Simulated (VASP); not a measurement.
TiAs, 4 atoms in the cell. Symmetry: P6_3/mmc, No. 194, hexagonal system. The conventional cell has a = 3.555 Å, b = 3.555 Å, c = 6.058 Å, α = 90.00°, β = 90.00°, γ = 120.00°. Ti (site symmetry -3m) has 6 As at 2.55 Å and 2 Ti at 3.03 Å within 3.4 Å. As (site symmetry -6m2) has 6 Ti at 2.55 Å within 3.4 Å.  This cell differs from its parent crystal: volume scaled by 0.97, then relaxed in part.

- Program: VASP 6.6.1
- Task: single point
- Functional: PBEsol
- Potentials or basis: VASP PAW PBE potentials, release 64 (Ti_sv, As)
- Cutoff: 520 eV
- k mesh: 12 × 12 × 8
- Occupations: gaussian, width 0.1 eV
- Spin: no spin polarisation
- Dipole correction: no
- Further INCAR settings: ALGO = Normal; EDIFF = 1e-06; NBANDS = 25

Potentials or basis: VASP PAW PBE potentials, release 64 (Ti_sv, As).

The run is started by

```bash
$ cat potpaw_PBE.64/Ti_sv/POTCAR potpaw_PBE.64/As/POTCAR > POTCAR
$ mpirun -np 1 vasp_std > vasp.out
```

Hardware: 1 thread of AMD EPYC 7R43 64-Core Processor (Zen 3), on a shared host.

Q: Estimate the wall time of this run.

A: It took 3.6 min on 1 thread of AMD EPYC 7R43 64-Core Processor (Zen 3), with other jobs on the host, peak memory 0.25 GiB. Counts: scf iterations 14, k points 95.
